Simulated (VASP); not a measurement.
**CoO: single point with r2SCAN**

Crystal: CoO.

```
CELL_PARAMETERS angstrom
-1.50800 1.50800 2.10725
1.50800 -1.50800 2.10725
1.50800 1.50800 -2.10725
ATOMIC_POSITIONS crystal
Co 0.00000 0.00000 0.00000
O 0.50000 0.50000 0.00000
```

- Program: VASP 6.6.1
- Task: single point
- Functional: r2SCAN
- Potentials or basis: VASP PAW PBE potentials, release 64 (Co, O)
- Cutoff: 520 eV
- k mesh: 10 × 10 × 10
- Occupations: methfessel-paxton, width 0.05 eV
- Spin: collinear spin, ferromagnetic start
- Starting moments: [2.0, 0.0] μB

```json
{"Pressure": "-4.9 GPa", "Band gap on the k mesh": "zero (filled and empty bands overlap)", "Net moment": "3.00 μB per cell", "Site moments": "Co +2.70; O +0.28 μB", "Valence electrons inside the program's atomic spheres": "Co 7.78; O 5.04"}
```

Stress tensor (GPa, compression positive):
```
 -1.93   0.00   0.00
  0.00  -1.93   0.00
  0.00   0.00 -10.89
```

Levels at points of the mesh, in eV from the Fermi level:
Spin up:
```tsv
k point	band 7	band 8	band 9	band 10	band 11	band 12
(0.00, 0.00, 0.00)	-3.36	-3.36	-3.11	1.33	17.47	18.49
(0.50, 0.00, 0.00)	-2.20	-0.45	-0.36	5.49	9.98	13.93
(0.50, 0.50, 0.00)	-3.18	-3.11	-2.16	6.28	10.49	11.89
(0.50, 0.50, 0.50)	-3.47	-3.12	-3.12	6.33	10.56	12.05
```
Spin down:
| k point | band 3 | band 4 | band 5 | band 6 | band 7 | band 8 | band 9 | band 10 |
| --- | --- | --- | --- | --- | --- | --- | --- | --- |
| (0.00, 0.00, 0.00) | -2.68 | -2.68 | -1.54 | -1.04 | -1.04 | 0.48 | 1.35 | 2.14 |
| (0.50, 0.00, 0.00) | -4.85 | -4.63 | -0.52 | 0.03 | 0.23 | 3.25 | 3.90 | 5.95 |
| (0.50, 0.50, 0.00) | -4.10 | -3.94 | -2.15 | -0.40 | 0.23 | 1.08 | 2.27 | 7.41 |
| (0.50, 0.50, 0.50) | -4.04 | -4.04 | -2.62 | 0.22 | 0.22 | 1.48 | 1.91 | 7.42 |

It took 4 min on 1 thread of AMD EPYC 9R14 (Zen 4), with other jobs on the host, peak memory 0.17 GiB.

Caveat: the cell stands under tension; the PAW data sets were made with another functional, which shifts forces and pressure a little; a cell with one magnetic atom can't hold antiferromagnetic order, which such compounds often take; semilocal functionals often make such compounds metallic where correlation or magnetic order opens a gap, which also shifts bond lengths. With open d or f shells a metallic result of r2SCAN can be an artefact of self-interaction; +U or a hybrid may open a gap.
